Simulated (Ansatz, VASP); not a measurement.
## Fe in VASP and in Ansatz

File INCAR:

```
PREC     = Accurate       # precision mode
ENCUT    = 520            # plane-wave cutoff, eV
EDIFF    = 1E-6           # SCF threshold, eV
ISMEAR   = -1             # smearing method
SIGMA    = 0.05           # smearing width, eV
LREAL    = False          # projectors in reciprocal space
LASPH    = True           # aspherical terms in the spheres
NELM     = 150            # most SCF steps
ALGO     = Normal         # electronic algorithm
ISIF     = 2              # what is computed and relaxed
LWAVE    = False          # write WAVECAR
LCHARG   = True           # write CHGCAR
ISPIN    = 2              # spin polarisation
MAGMOM   = 4              # initial moments
LORBIT   = 11             # projections on sites
LMAXMIX  = 4              # l up to which the mixer works
LELF     = True           # ELF
LVHAR    = True         
NBANDS   = 14             # bands
```

The input KPOINTS:

```
Automatic mesh
0
Gamma
  13 13 13
```

File POSCAR:

```
Fe
1.0
   -1.4410000000      1.4410000000      1.4410000000
    1.4410000000     -1.4410000000      1.4410000000
    1.4410000000      1.4410000000     -1.4410000000
Fe
1
Direct
    0.0000000000      0.0000000000      0.0000000000
```

Input for Ansatz:

```yaml
crystal:
  lattice:
    - [-1.441, 1.441, 1.441]
    - [1.441, -1.441, 1.441]
    - [1.441, 1.441, -1.441]
  atoms:
    - { symbol: Fe, position: [0.0, 0.0, 0.0], spin: 4.0 }
magnetization:
  spin_polarized: true
hamiltonian:
  xc: lda
  pseudopotentials: { kind: paw }
basis:
  ecutwfc: 420
kpoints:
  mp_grid: { grid: [13, 13, 13] }
scf:
  occupations: { method: fermi_dirac, width: 0.05 }
  lower_state_search: "off"
  algorithm: density_mixing
  max_iter: 70
  mixing: { algorithm: broyden, ndim: 2, beta: 0.5, preconditioner: none }
output:
  forces: true
  stress: true
```

Alike in both runs: task single point; functional LDA; k mesh 13 × 13 × 13; occupations fermi-dirac, width 0.05 eV; collinear spin.

|  | VASP | Ansatz |
| --- | --- | --- |
| version | VASP 6.6.1 | Ansatz 0.2.0 |
| potentials or method | VASP PAW LDA potentials, release 64 (Fe), cutoff 520 eV | PAW, plane waves, scalar-relativistic |
| valence electrons in the cell | 8 | 16 |

VASP gave:

* pressure (GPa): -26.5
* net moment per atom (μB): 2.15
* size of the moment on the site where the two differ most (μB): 2.14

Question: What did Ansatz give for the same quantities?

Answer: Pressure (GPa): -25.5; net moment per atom (μB): 2.19; size of the moment on the site where the two differ most (μB): 2.22.

LDA's correlation is that of Perdew and Zunger in VASP and of Perdew and Wang (1992) in Ansatz. Site moments also hang on the region over which each program counts them. VASP's potentials hold 8 valence electrons a cell and Ansatz's 16, so a difference there can come from the potentials and not from the codes. Ansatz's warnings: stability check not made.
